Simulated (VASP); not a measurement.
Input of a VASP 6.6.1 run:

File INCAR:

```
  ALGO = Normal
  EDIFF = 1E-7
  ENCUT = 520
  GGA = PE
  ISIF = 2
  ISMEAR = 0
  LASPH = T
  LCHARG = F
  LREAL = F
  LWAVE = F
  NBANDS = 41
  NELM = 100
  PREC = Accurate
  SIGMA = 0.1
```

The input KPOINTS:

```
k-points
0
Gamma
  12 12 4
```

Contents of POSCAR:

```
SiGe2
1.0
    2.9622423146      0.0000000000      0.0000000000
   -1.4811211573      2.5653770966      0.0000000000
    0.0000000000      0.0000000000     14.1229870845
Si Ge
2 4
Direct
    0.6666666667      0.3333333333      0.1627646661
    0.6666666667      0.3333333333      0.8372353339
    0.3333333333      0.6666666667      0.0000000000
    0.3333333333      0.6666666667      0.3212184781
    0.3333333333      0.6666666667      0.6787815219
    0.6666666667      0.3333333333      0.5000000000
```

Potentials or basis: VASP PAW PBE potentials, release 64 (Si, Ge_d).

The run is started by

```console
$ cat potpaw_PBE.64/Si/POTCAR potpaw_PBE.64/Ge_d/POTCAR > POTCAR
$ mpirun -np 1 vasp_std > vasp.out
```

Question: What does it give for the band gap on the k mesh?

Answer: Zero (bands 32 and 33 overlap by 9.02 eV).

Question: What does it give for the pressure?

Answer: 0.0 GPa.

Question: What does it give for the largest force?

Answer: 0.008 eV/Å.

Forces on the atoms (eV/Å):
```
Si   0.000  0.000  0.001
Si   0.000  0.000 -0.001
Ge   0.000  0.000  0.000
Ge   0.000  0.000 -0.008
Ge   0.000  0.000  0.008
Ge   0.000  0.000  0.000
```
